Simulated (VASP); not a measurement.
# KCl (P1) in VASP: single point with PBE

Aim: the single point of KCl with PBE.

All numbers are computed with VASP 6.6.1; they aren't measurements. Logs are shortened: lines on timing, memory, paths and dates and some standing lists are left out, and cuts for length are marked.

## 1. The cell of the first run

The typed cell holds 4 atoms: a = 4.511 Å, b = 4.511 Å, c = 7.813 Å, α = 73.22°, β = 73.22°, γ = 60.00°.

## 2. Single point, PBE (atoms displaced along a vibrational mode)

Input file INCAR:

```
SYSTEM = KCl
  PREC = Accurate
  ENCUT = 520
  EDIFF = 1E-6
  ISMEAR = 0
  SIGMA = 0.05
  LREAL = .FALSE.
  LASPH = .TRUE.
  NELM = 60
  ALGO = Normal
  ISIF = 2
  LWAVE = .FALSE.
  LCHARG = .TRUE.
  GGA = PE
  LELF = .TRUE.
  LVHAR = .TRUE.
  NBANDS = 24
```

Input file KPOINTS:

```
regular mesh
0
G
  6 6 6
  0 0 0
```

Input file POSCAR:

```
KCl
1.0
    0.0000000000     -3.1897839381     -3.1897839381
   -3.1897839381      0.0000000000     -3.1897839381
    3.1897839381      3.1897839381     -6.3795678762
K Cl
2 2
Direct
   -0.0450531352      0.0749303049     -0.0058768231
    0.5803140737      0.4133160489      0.4941231769
    0.7305551093      0.7564816302      0.7564816302
    0.2305551093      0.2564816302      0.2564816302
```

Potentials or basis: VASP PAW PBE potentials, release 64 (K_sv, Cl).

Started as:

```console
cat potpaw_PBE.64/K_sv/POTCAR potpaw_PBE.64/Cl/POTCAR > POTCAR
mpirun -np 1 vasp_std > vasp.out
```

OUTCAR:

```text
SYSTEM = KCl
   PREC = Accurate
   ENCUT = 520
   EDIFF = 1E-6
   ISMEAR = 0
   LREAL = .FALSE.
   LASPH = .TRUE.
   NELM = 60
   ISIF = 2
   GGA = PE

 ion  position               nearest neighbor table
   1  0.955  0.075  0.994-   3 2.93   4 3.14   4 3.16
   2  0.580  0.413  0.494-   4 2.84   3 2.95   4 3.16
   3  0.731  0.756  0.756-   1 2.93   2 2.95
   4  0.231  0.256  0.256-   2 2.84   1 3.14   1 3.16   2 3.16

  LATTYP: Found a trigonal (rhomboedric) cell.
 ALAT       =     7.8133430381
 COS(alpha) =     0.8333333333

  Lattice vectors:

 A1 = (   3.1897839381,   6.3795678762,  -3.1897839381)
 A2 = (   6.3795678762,   3.1897839381,  -3.1897839381)
 A3 = (   3.1897839381,   3.1897839381,  -6.3795678762)

Analysis of symmetry for initial positions (statically):
=====================================================================
 Subroutine PRICEL returns:
 Original cell was already a primitive cell.

 Routine SETGRP: Setting up the symmetry group for a
 trigonal (rhombohedral) supercell.

 Subroutine GETGRP returns: Found  1 space group operations
 (whereof  1 operations were pure point group operations)
 out of a pool of 12 trial point group operations.

The static configuration has the point symmetry C_1 .

Analysis of symmetry for dynamics (positions and initial velocities):
=====================================================================
 Subroutine PRICEL returns:
 Original cell was already a primitive cell.

 Routine SETGRP: Setting up the symmetry group for a
 trigonal (rhombohedral) supercell.

 Subroutine GETGRP returns: Found  1 space group operations
 (whereof  1 operations were pure point group operations)
 out of a pool of 12 trial point group operations.

The dynamic configuration has the point symmetry C_1 .

 Subroutine INISYM returns: Found  1 space group operations
 (whereof  1 operations are pure point group operations),
 and found     1 'primitive' translations

----------------------------------------------------------------------------------------

                                     Primitive cell

  volume of cell :     129.8207

  direct lattice vectors                    reciprocal lattice vectors
     0.000000000 -3.189783938 -3.189783938     0.078375214 -0.235125643 -0.078375214
    -3.189783938  0.000000000 -3.189783938    -0.235125643  0.078375214 -0.078375214
     3.189783938  3.189783938 -6.379567876     0.078375214  0.078375214 -0.078375214

  length of vectors
     4.511035706  4.511035706  7.813343038     0.259941179  0.259941179  0.135749853

  position of ions in fractional coordinates (direct lattice)
     0.954946865  0.074930305  0.994123177
     0.580314074  0.413316049  0.494123177
     0.730555109  0.756481630  0.756481630
     0.230555109  0.256481630  0.256481630

  ion indices of the primitive-cell ions
   primitive index   ion index
                 1           1
                 2           2
                 3           3
                 4           4

----------------------------------------------------------------------------------------

 KPOINTS: regular mesh

Automatic generation of k-mesh.
 Grid dimensions read from file:
 generate k-points for:    6    6    6

 Generating k-lattice:

  Cartesian coordinates                     Fractional coordinates (reciprocal lattice)
     0.013062536 -0.039187607 -0.013062536     0.166666667  0.000000000  0.000000000
    -0.039187607  0.013062536 -0.013062536     0.000000000  0.166666667  0.000000000
     0.013062536  0.013062536 -0.013062536     0.000000000  0.000000000  0.166666667

  Length of vectors
     0.043323530  0.043323530  0.022624976

  Shift w.r.t. Gamma in fractional coordinates (k-lattice)
     0.000000000  0.000000000  0.000000000

 Subroutine IBZKPT returns following result:
 ===========================================

 Found    112 irreducible k-points:

 Following reciprocal coordinates:
            Coordinates               Weight
  0.000000  0.000000  0.000000      1.000000
  0.166667  0.000000  0.000000      2.000000
  0.000000  0.166667  0.000000      2.000000
 -0.166667 -0.166667 -0.166667      2.000000
  0.333333  0.000000  0.000000      2.000000
  0.000000  0.333333  0.000000      2.000000
[... 16 lines left out ...]
 -0.166667  0.500000  0.000000      2.000000
 -0.333333  0.500000  0.500000      2.000000
 [... further k-points ...]
   k-points           NKPTS =    112   k-points in BZ     NKDIM =    112   number of bands    NBANDS=     24
   number of dos      NEDOS =    301   number of ions     NIONS =      4
   total plane-waves  NPLWV =  77760
   dimension x,y,z NGX =    36 NGY =   36 NGZ =   60
   dimension x,y,z NGXF=    72 NGYF=   72 NGZF=  120
   ions per type =               2   2
   NGX,Y,Z   is equivalent  to a cutoff of  13.27, 13.27, 12.77 a.u.
   NGXF,Y,Z  is equivalent  to a cutoff of  26.53, 26.53, 25.53 a.u.
 SYSTEM =  KCl
   PREC   = accura    normal or accurate (medium, high low for compatibility)
   ISTART =      0    job   : 0-new  1-cont  2-samecut
   ICHARG =      2    charge: 1-file 2-atom 10-const
   ISPIN  =      1    spin polarized calculation?
   LNONCOLLINEAR =      F non collinear calculations
   LSORBIT =      F    spin-orbit coupling
   LASPH  =      T    aspherical Exc in radial PAW
   ENCUT  =  520.0 eV  38.22 Ry    6.18 a.u.   8.39  8.39 14.53*2*pi/ulx,y,z
   NELM   =     60;   NELMIN=  2; NELMDL= -5     # of ELM steps
   EDIFF  = 0.1E-05   stopping-criterion for ELM
   LREAL  =      F    real-space projection
   EDIFFG = 0.1E-04   stopping-criterion for IOM
   NSW    =      0    number of steps for IOM
   IBRION =     -1    ionic relax: 0-MD 1-quasi-New 2-CG
   NFREE  =      0    steps in history (QN), initial steepest desc. (CG)
   ISIF   =      2    stress and relaxation
   ISYM   =      2    0-nonsym 1-usesym 2-fastsym
   POTIM  = 0.5000    time-step for ionic-motion
   TEBEG  =    0.0;   TEEND  =   0.0 temperature during run
   PSTRESS=    0.0 pullay stress
   NELECT =      32.0000    total number of electrons
   NUPDOWN=      -1.0000    fix difference up-down
   EMIN   =  10.00;   EMAX   =-10.00  energy-range for DOS
   EFERMI =   0.00;   METHOD = LEGACY
   ISMEAR =     0;   SIGMA  =   0.05  broadening in eV -4-tet -1-fermi 0-gaus
   EFERMI_NEDOS =   21; number of points for ismear=-14 and -15
   IALGO  =     38    algorithm
   IMIX   =      4    mixing-type and parameters
     AMIX     =   0.40;   BMIX     =  1.00
     AMIX_MAG =   1.60;   BMIX_MAG =  1.00
  volume/ion in A,a.u.               =      32.46       219.02
  Fermi-wavevector in a.u.,A,eV,Ry     =   1.026464  1.939735 14.335473  1.053628
  Thomas-Fermi vector in A             =   2.160358
   LORBIT       =      0    0 simple, 1 ext, 2 COOP (PROOUT), +10 PAW based schemes
   GGA     = PE    functional components
   LHFCALC =     F    Hartree Fock is set to
   AEXX    =    0.0000 exact exchange contribution
   IVDW    =     0    specifies the selected vdW correction
   LEPSILON=     F    determine dielectric tensor
   LRPA    =     F    only Hartree local field effects (RPA)
 non-spin polarized calculation
 Gauss-broadening in eV      SIGMA  =   0.05
  energy-cutoff  :      520.00
  volume of cell :      129.82
 maximum number of plane-waves:      3525
 NGX is ok and might be reduce to    36
   NGX = 17   NGY = 17   NGZ = 29

 number of electron      31.9999999 magnetization

 Free energy of the ion-electron system (eV)
  ---------------------------------------------------
  ext. energy  EPLUGINS =         0.00000000
  ---------------------------------------------------
  free energy    TOTEN  =       -13.44489584 eV

  energy without entropy =      -13.44489584  energy(sigma->0) =      -13.44489584

 E-fermi :  -1.7579     XC(G=0):  -7.3541

 val. band max:       -2.0180457219   @ k =   0.0000   0.0000   0.0000
 cond. band min:       3.0347928928   @ k =   0.0000   0.0000   0.0000
 fundamental gap:      5.0528386148
 Fermi energy:        -1.7579145149

 k-point     1 :       0.0000    0.0000    0.0000
  band No.  band energies     occupation
      1     -29.2855      2.00000
      2     -29.2392      2.00000
      3     -14.3147      2.00000
      4     -14.1265      2.00000
      5     -12.7590      2.00000
      6     -12.7552      2.00000
[... 16 lines left out ...]
     23       7.2024      0.00000
     24       7.4645      0.00000

 k-point     2 :       0.1667    0.0000    0.0000
  band No.  band energies     occupation
      1     -29.2840      2.00000
      2     -29.2379      2.00000
      3     -14.2719      2.00000
      4     -14.1641      2.00000
      5     -12.7870      2.00000
      6     -12.7680      2.00000
[... 16 lines left out ...]
     23       7.4174      0.00000
     24       7.7097      0.00000

 k-point     3 :       0.0000    0.1667    0.0000
  band No.  band energies     occupation
      1     -29.2840      2.00000
      2     -29.2379      2.00000
      3     -14.2698      2.00000
      4     -14.1634      2.00000
      5     -12.7836      2.00000
      6     -12.7618      2.00000
[... 16 lines left out ...]
     23       7.3944      0.00000
     24       7.7937      0.00000
[... 514 lines left out ...]
 k-point    23 :      -0.1667    0.5000    0.0000
  band No.  band energies     occupation
      1     -29.2795      2.00000
      2     -29.2340      2.00000
      3     -14.2121      2.00000
      4     -14.1773      2.00000
      5     -12.8299      2.00000
      6     -12.8011      2.00000
[... 16 lines left out ...]
     23       8.1622      0.00000
     24       8.4820      0.00000

 k-point    24 :      -0.3333    0.5000    0.5000
  band No.  band energies     occupation
      1     -29.2794      2.00000
      2     -29.2341      2.00000
      3     -14.2060      2.00000
      4     -14.1888      2.00000
      5     -12.8201      2.00000
      6     -12.8066      2.00000
[... 16 lines left out ...]
     23       7.9183      0.00000
     24       8.4000      0.00000

 [... further k-points ...]

------------------------ aborting loop because EDIFF is reached ----------------------------------------

  FORCE on cell =-STRESS in cart. coord.  units (eV):
  Direction    XX          YY          ZZ          XY          YZ          ZX
  --------------------------------------------------------------------------------------
  -------------------------------------------------------------------------------------
  Total        1.0456895      1.0933214      0.0121542      0.2765041      0.0022352     -0.0967084
  in kB       12.9053420     13.4931895      0.1500002      3.4124660      0.0275861     -1.1935239
  external PRESSURE =       8.8495106 kB  Pullay stress =       0.0000000 kB

 VOLUME and BASIS-vectors are now :
 -----------------------------------------------------------------------------
  energy-cutoff  :      520.00
  volume of cell :      129.82
      direct lattice vectors                 reciprocal lattice vectors
     0.000000000 -3.189783938 -3.189783938     0.078375214 -0.235125643 -0.078375214
    -3.189783938  0.000000000 -3.189783938    -0.235125643  0.078375214 -0.078375214
     3.189783938  3.189783938 -6.379567876     0.078375214  0.078375214 -0.078375214

 POSITION                                       TOTAL-FORCE (eV/Angst)
 -----------------------------------------------------------------------------------
      2.93203      0.12496     -9.62716         0.377569     -0.066024      0.064759
      0.25776     -0.27493     -6.32176        -0.306804      0.551102     -0.051212
      0.00000      0.08270     -9.56935        -0.035061     -0.029507      0.007582
      0.00000      0.08270     -3.18978        -0.035704     -0.455572     -0.021129
 -----------------------------------------------------------------------------------
    total drift:                               -0.000025     -0.000372     -0.000017

  FREE ENERGIE OF THE ION-ELECTRON SYSTEM (eV)
  ---------------------------------------------------
  free  energy   TOTEN  =       -13.4448958409 eV

  energy  without entropy=      -13.4448958409  energy(sigma->0) =      -13.44489584
```

Wall time 5 min (1 thread of Intel Xeon Platinum 8488C (Sapphire Rapids), shared host); peak memory 0.44 GiB.

What came out:

```yaml
Free_energy: -13.4449 eV
Pressure: 0.9 GPa
Largest_force: 0.633 eV/Å
Band_gap_on_the_k_mesh: 5.05 eV
```

Forces in eV/Å, atoms in the order of the input:
```
K    0.378 -0.066  0.065
K   -0.307  0.551 -0.051
Cl  -0.035 -0.030  0.008
Cl  -0.036 -0.456 -0.021
```

Caveat: the cell differs from its parent crystal (atoms displaced along a vibrational mode). A k mesh can miss the band edges.
